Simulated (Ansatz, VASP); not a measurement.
**Al: VASP beside Ansatz**

File INCAR:

```
PREC = Accurate
ENCUT = 520
EDIFF = 1E-7
ISMEAR = 0
SIGMA = 0.15
LREAL = F
LASPH = T
NELM = 80
ALGO = Fast
ISIF = 2
LWAVE = F
LCHARG = F
GGA = PS
NBANDS = 10
```

KPOINTS

```
Automatic mesh
0
Gamma
  24 24 14
```

The input POSCAR:

```
Al
1.0
    2.9925736898      0.0000000000      0.0000000000
   -1.4962868449      2.5916448380      0.0000000000
    0.0000000000      0.0000000000      4.4054504657
Al
2
Direct
    0.6666666667      0.3333333333      0.7500000000
    0.3333333333      0.6666666667      0.2500000000
```

Input for Ansatz:

```yaml
crystal:
  lattice:
    - [2.9925736898, 0.0, 0.0]
    - [-1.4962868449, 2.591644838, 0.0]
    - [0.0, 0.0, 4.4054504657]
  atoms:
    - { symbol: Al, position: [0.6666666667, 0.3333333333, 0.75] }
    - { symbol: Al, position: [0.3333333333, 0.6666666667, 0.25] }
basis:
  ecutwfc: 420
kpoints:
  mp_grid: { grid: [24, 24, 14] }
hamiltonian:
  xc: pbesol
scf:
  occupations: { method: gaussian, width: 0.15 }
output:
  forces: true
  stress: true
  eigenvalues: true
```

Change from the starting cell: strain +0.050 along x and y, -0.050 along z, atoms carried along.

Alike in both runs: task single point; functional PBEsol; k mesh 24 × 24 × 14; occupations gaussian, width 0.15 eV; no spin polarisation.

|  | VASP | Ansatz |
| --- | --- | --- |
| version | VASP 6.6.1 | Ansatz 0.2.0 |
| potentials or method | VASP PAW PBE potentials, release 64 (Al), cutoff 520 eV | scalar-relativistic, plane waves, PAW |
| valence electrons in the cell | 6 | 6 |

```tsv
	VASP	Ansatz	Ansatz less VASP
gap on the k mesh at the Fermi level (eV)	none	none	-
pressure (GPa)	-2.3	-2.3	-0.05
traceless stress, the component that is largest in VASP (GPa)	3.74	3.71	-0.030
```

VASP's potentials were made for PBE, not for PBEsol. A gap of «none» marks a metal or a gap that the smearing closes. The functional is the same, so the differences come from potentials, cutoffs and numerics.
